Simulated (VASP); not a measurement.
# ZrH3 (Pm-3m) in VASP: a series of runs

ZrH3 is run at these levels: r2SCAN; tasks: single point.

Program: VASP 6.6.1. These are calculated values, not measurements. Logs are shortened: lines on timing, memory, paths and dates and some standing lists are left out, and cuts for length are marked.

## (1) The cell of the first run

Symmetry: Pm-3m, No. 221, cubic system. Conventional cell: a = 3.047 Å, b = 3.047 Å, c = 3.047 Å, α = 90.00°, β = 90.00°, γ = 90.00°. Within 2.9 Å of Zr (site symmetry m-3m) lie 12 H at 2.15 Å. H (site symmetry 4/mmm) has 4 Zr at 2.15 Å and 8 H at 2.15 Å within 2.9 Å.

## (2) Single point, r2SCAN

POSCAR

```
ZrH3
1.0
    3.0468811961      0.0000000000      0.0000000000
    0.0000000000      3.0468811961      0.0000000000
    0.0000000000      0.0000000000      3.0468811961
Zr H
1 3
Direct
    0.0000000000      0.0000000000      0.0000000000
    0.0000000000      0.5000000000      0.5000000000
    0.5000000000      0.0000000000      0.5000000000
    0.5000000000      0.5000000000      0.0000000000
```

INCAR.step1

```
ALGO = Normal
EDIFF = 1E-4
ENCUT = 520
GGA = PE
ISMEAR = 1
LASPH = T
LCHARG = F
LREAL = F
LWAVE = T
NBANDS = 16
NELM = 80
PREC = Accurate
SIGMA = 0.1
```

INCAR.step2

```
ALGO = Normal
EDIFF = 1E-6
ENCUT = 520
ISIF = 2
ISMEAR = 1
ISTART = 1
LASPH = T
LCHARG = F
LMIXTAU = T
LREAL = F
LWAVE = F
METAGGA = R2SCAN
NBANDS = 16
NELM = 80
PREC = Accurate
SIGMA = 0.1
```

KPOINTS

```
k-points
0
Gamma
  7 7 7
```

Potentials or basis: VASP PAW PBE potentials, release 64 (Zr_sv, H).

Launch:

```sh
$ cat potpaw_PBE.64/Zr_sv/POTCAR potpaw_PBE.64/H/POTCAR > POTCAR
$ cp INCAR.step1 INCAR
$ mpirun -np 1 vasp_std > vasp.out
$ cp INCAR.step2 INCAR
$ mpirun -np 1 vasp_std > vasp.out
```

OUTCAR:

```text
EDIFF = 1E-6
   ENCUT = 520
   ISIF = 2
   ISMEAR = 1
   ISTART = 1
   LASPH = T
   LREAL = F
   METAGGA = R2SCAN
   NELM = 80
   PREC = Accurate

 ion  position               nearest neighbor table
   1  0.000  0.000  0.000-   2 2.15   3 2.15   4 2.15   2 2.15   3 2.15   2 2.15   4 2.15   2 2.15
                             3 2.15   4 2.15   3 2.15   4 2.15
   2  0.000  0.500  0.500-   1 2.15   1 2.15   1 2.15   1 2.15
   3  0.500  0.000  0.500-   1 2.15   1 2.15   1 2.15   1 2.15
   4  0.500  0.500  0.000-   1 2.15   1 2.15   1 2.15   1 2.15

  LATTYP: Found a simple cubic cell.
 ALAT       =     3.0468811961

  Lattice vectors:

 A1 = (   3.0468811961,   0.0000000000,   0.0000000000)
 A2 = (   0.0000000000,   3.0468811961,   0.0000000000)
 A3 = (   0.0000000000,   0.0000000000,   3.0468811961)

Analysis of symmetry for initial positions (statically):
=====================================================================
 Subroutine PRICEL returns:
 Original cell was already a primitive cell.

 Routine SETGRP: Setting up the symmetry group for a
 simple cubic supercell.

 Subroutine GETGRP returns: Found 48 space group operations
 (whereof 48 operations were pure point group operations)
 out of a pool of 48 trial point group operations.

The static configuration has the point symmetry O_h .

Analysis of symmetry for dynamics (positions and initial velocities):
=====================================================================
 Subroutine PRICEL returns:
 Original cell was already a primitive cell.

 Routine SETGRP: Setting up the symmetry group for a
 simple cubic supercell.

 Subroutine GETGRP returns: Found 48 space group operations
 (whereof 48 operations were pure point group operations)
 out of a pool of 48 trial point group operations.

The dynamic configuration has the point symmetry O_h .

 Subroutine INISYM returns: Found 48 space group operations
 (whereof 48 operations are pure point group operations),
 and found     1 'primitive' translations

----------------------------------------------------------------------------------------

                                     Primitive cell

  volume of cell :      28.2857

  direct lattice vectors                    reciprocal lattice vectors
     3.046881196  0.000000000  0.000000000     0.328204461  0.000000000  0.000000000
     0.000000000  3.046881196  0.000000000     0.000000000  0.328204461  0.000000000
     0.000000000  0.000000000  3.046881196     0.000000000  0.000000000  0.328204461

  length of vectors
     3.046881196  3.046881196  3.046881196     0.328204461  0.328204461  0.328204461

  position of ions in fractional coordinates (direct lattice)
     0.000000000  0.000000000  0.000000000
     0.000000000  0.500000000  0.500000000
     0.500000000  0.000000000  0.500000000
     0.500000000  0.500000000  0.000000000

  ion indices of the primitive-cell ions
   primitive index   ion index
                 1           1
                 2           2
                 3           3
                 4           4

----------------------------------------------------------------------------------------

 KPOINTS: k-points

Automatic generation of k-mesh.
 Grid dimensions read from file:
 generate k-points for:    7    7    7

 Generating k-lattice:

  Cartesian coordinates                     Fractional coordinates (reciprocal lattice)
     0.046886352  0.000000000  0.000000000     0.142857143  0.000000000  0.000000000
     0.000000000  0.046886352  0.000000000     0.000000000  0.142857143  0.000000000
     0.000000000  0.000000000  0.046886352     0.000000000  0.000000000  0.142857143

  Length of vectors
     0.046886352  0.046886352  0.046886352

  Shift w.r.t. Gamma in fractional coordinates (k-lattice)
     0.000000000  0.000000000  0.000000000

 Subroutine IBZKPT returns following result:
 ===========================================

 Found     20 irreducible k-points:

 Following reciprocal coordinates:
            Coordinates               Weight
  0.000000  0.000000  0.000000      1.000000
  0.142857  0.000000  0.000000      6.000000
  0.285714  0.000000  0.000000      6.000000
  0.428571  0.000000  0.000000      6.000000
  0.142857  0.142857  0.000000     12.000000
  0.285714  0.142857  0.000000     24.000000
[... 12 lines left out ...]
  0.428571  0.428571  0.285714     24.000000
  0.428571  0.428571  0.428571      8.000000
   k-points           NKPTS =     20   k-points in BZ     NKDIM =     20   number of bands    NBANDS=     16
   number of dos      NEDOS =    301   number of ions     NIONS =      4
   total plane-waves  NPLWV =  13824
   dimension x,y,z NGX =    24 NGY =   24 NGZ =   24
   dimension x,y,z NGXF=    48 NGYF=   48 NGZF=   48
   ions per type =               1   3
   NGX,Y,Z   is equivalent  to a cutoff of  13.10, 13.10, 13.10 a.u.
   NGXF,Y,Z  is equivalent  to a cutoff of  26.19, 26.19, 26.19 a.u.
 SYSTEM =  unknown system
   PREC   = accura    normal or accurate (medium, high low for compatibility)
   ISTART =      1    job   : 0-new  1-cont  2-samecut
   ICHARG =      0    charge: 1-file 2-atom 10-const
   ISPIN  =      1    spin polarized calculation?
   LNONCOLLINEAR =      F non collinear calculations
   LSORBIT =      F    spin-orbit coupling
   LASPH  =      T    aspherical Exc in radial PAW
   ENCUT  =  520.0 eV  38.22 Ry    6.18 a.u.   5.67  5.67  5.67*2*pi/ulx,y,z
   NELM   =     80;   NELMIN=  2; NELMDL=  0     # of ELM steps
   EDIFF  = 0.1E-05   stopping-criterion for ELM
   LREAL  =      F    real-space projection
   EDIFFG = 0.1E-04   stopping-criterion for IOM
   NSW    =      0    number of steps for IOM
   IBRION =     -1    ionic relax: 0-MD 1-quasi-New 2-CG
   NFREE  =      0    steps in history (QN), initial steepest desc. (CG)
   ISIF   =      2    stress and relaxation
   ISYM   =      2    0-nonsym 1-usesym 2-fastsym
   POTIM  = 0.5000    time-step for ionic-motion
   TEBEG  =    0.0;   TEEND  =   0.0 temperature during run
   PSTRESS=    0.0 pullay stress
   NELECT =      15.0000    total number of electrons
   NUPDOWN=      -1.0000    fix difference up-down
   EMIN   =  10.00;   EMAX   =-10.00  energy-range for DOS
   EFERMI =   0.00;   METHOD = LEGACY
   ISMEAR =     1;   SIGMA  =   0.10  broadening in eV -4-tet -1-fermi 0-gaus
   EFERMI_NEDOS =   21; number of points for ismear=-14 and -15
   IALGO  =     38    algorithm
   IMIX   =      4    mixing-type and parameters
     AMIX     =   0.40;   BMIX     =  1.00
     AMIX_MAG =   1.60;   BMIX_MAG =  1.00
  volume/ion in A,a.u.               =       7.07        47.72
  Fermi-wavevector in a.u.,A,eV,Ry     =   1.325103  2.504082 23.890452  1.755899
  Thomas-Fermi vector in A             =   2.454589
   LORBIT       =      0    0 simple, 1 ext, 2 COOP (PROOUT), +10 PAW based schemes
   METAGGA = R2SCAN    functional components
   LHFCALC =     F    Hartree Fock is set to
   AEXX    =    0.0000 exact exchange contribution
   IVDW    =     0    specifies the selected vdW correction
   LEPSILON=     F    determine dielectric tensor
   LRPA    =     F    only Hartree local field effects (RPA)
 non-spin polarized calculation
 Methfessel and Paxton  Order N= 1 SIGMA  =   0.10
  energy-cutoff  :      520.00
  volume of cell :       28.29
 maximum number of plane-waves:       776
 NGX is ok and might be reduce to    24
   NGX = 11   NGY = 11   NGZ = 11

 number of electron      15.0000001 magnetization

 Free energy of the ion-electron system (eV)
  ---------------------------------------------------
  ext. energy  EPLUGINS =         0.00000000
  ---------------------------------------------------
  free energy    TOTEN  =       -34.39530734 eV

  energy without entropy =      -34.39462383  energy(sigma->0) =      -34.39507950

 E-fermi :   8.7952     XC(G=0): -12.2291

 val. band max:        8.5912914544   @ k =   0.2857   0.2857   0.0000
 cond. band min:       8.8425550275   @ k =   0.2857   0.2857   0.1429
 fundamental gap:      0.2512635731
 Fermi energy:         8.7951596066

 k-point     1 :       0.0000    0.0000    0.0000
  band No.  band energies     occupation
      1     -42.2256      2.00000
      2     -19.1651      2.00000
      3     -19.1651      2.00000
      4     -19.1651      2.00000
      5      -2.4373      2.00000
      6       3.8555      2.00000
[... 8 lines left out ...]
     15      17.9067      0.00000
     16      23.8173      0.00000

 k-point     2 :       0.1429    0.0000    0.0000
  band No.  band energies     occupation
      1     -42.2068      2.00000
      2     -19.3672      2.00000
      3     -19.1489      2.00000
      4     -19.1489      2.00000
      5      -2.0012      2.00000
      6       3.9344      2.00000
[... 8 lines left out ...]
     15      19.0234      0.00000
     16      25.6563      0.00000

 k-point     3 :       0.2857    0.0000    0.0000
  band No.  band energies     occupation
      1     -42.1640      2.00000
      2     -19.7988      2.00000
      3     -19.1124      2.00000
      4     -19.1124      2.00000
      5      -0.8509      2.00000
      6       3.6433      2.00000
[... 8 lines left out ...]
     15      20.9212      0.00000
     16      27.3736      0.00000

 k-point     4 :       0.4286    0.0000    0.0000
  band No.  band energies     occupation
      1     -42.1294      2.00000
      2     -20.1252      2.00000
      3     -19.0829      2.00000
      4     -19.0829      2.00000
      5       0.7079      2.00000
      6       2.4316      2.00000
[... 8 lines left out ...]
     15      22.4432      0.00000
     16      23.0483      0.00000
[... 248 lines left out ...]
 k-point    18 :       0.4286    0.2857    0.2857
  band No.  band energies     occupation
      1     -42.0142      2.00000
      2     -19.9178      2.00000
      3     -19.5972      2.00000
      4     -19.5537      2.00000
      5       1.5831      2.00000
      6       3.2758      2.00000
[... 8 lines left out ...]
     15      21.7003      0.00000
     16      22.1598      0.00000

 k-point    19 :       0.4286    0.4286    0.2857
  band No.  band energies     occupation
      1     -41.9824      2.00000
      2     -19.8649      2.00000
      3     -19.8554      2.00000
      4     -19.5288      2.00000
      5       1.6571      2.00000
      6       2.9480      2.00000
[... 8 lines left out ...]
     15      20.3641      0.00000
     16      20.8386      0.00000

 k-point    20 :       0.4286    0.4286    0.4286
  band No.  band energies     occupation
      1     -41.9511      2.00000
      2     -19.8130      2.00000
      3     -19.8003      2.00000
      4     -19.8003      2.00000
      5       1.9740      2.00000
      6       2.3157      2.00000
[... 8 lines left out ...]
     15      18.7652      0.00000
     16      19.3345      0.00000

------------------------ aborting loop because EDIFF is reached ----------------------------------------

  FORCE on cell =-STRESS in cart. coord.  units (eV):
  Direction    XX          YY          ZZ          XY          YZ          ZX
  --------------------------------------------------------------------------------------
  -------------------------------------------------------------------------------------
  Total        1.7492643      1.7492643      1.7492643      0.0000000      0.0000000     -0.0000000
  in kB       99.0830679     99.0830679     99.0830679      0.0000000      0.0000000     -0.0000000
  external PRESSURE =      99.0830679 kB  Pullay stress =       0.0000000 kB

 VOLUME and BASIS-vectors are now :
 -----------------------------------------------------------------------------
  energy-cutoff  :      520.00
  volume of cell :       28.29
      direct lattice vectors                 reciprocal lattice vectors
     3.046881196  0.000000000  0.000000000     0.328204461  0.000000000  0.000000000
     0.000000000  3.046881196  0.000000000     0.000000000  0.328204461  0.000000000
     0.000000000  0.000000000  3.046881196     0.000000000  0.000000000  0.328204461

 POSITION                                       TOTAL-FORCE (eV/Angst)
 -----------------------------------------------------------------------------------
      0.00000      0.00000      0.00000         0.000000      0.000000      0.000000
      0.00000      1.52344      1.52344         0.000000      0.000000      0.000000
      1.52344      0.00000      1.52344         0.000000      0.000000      0.000000
      1.52344      1.52344      0.00000         0.000000      0.000000      0.000000
 -----------------------------------------------------------------------------------
    total drift:                               -0.000000      0.000000      0.000000

  FREE ENERGIE OF THE ION-ELECTRON SYSTEM (eV)
  ---------------------------------------------------
  free  energy   TOTEN  =       -34.3953073379 eV

  energy  without entropy=      -34.3946238279  energy(sigma->0) =      -34.39507950
```

Wall time 33 s (1 thread of Intel Xeon Platinum 8259CL at 2.50GHz (Skylake/Cascade Lake), shared host); peak memory 0.14 GiB.

What came out:

```yaml
Free_energy: -34.3953 eV
Pressure: 9.9 GPa
```

Caveat: the PAW data sets were made with another functional, which shifts forces and pressure a little.

(Continued in part 2 of 2.)
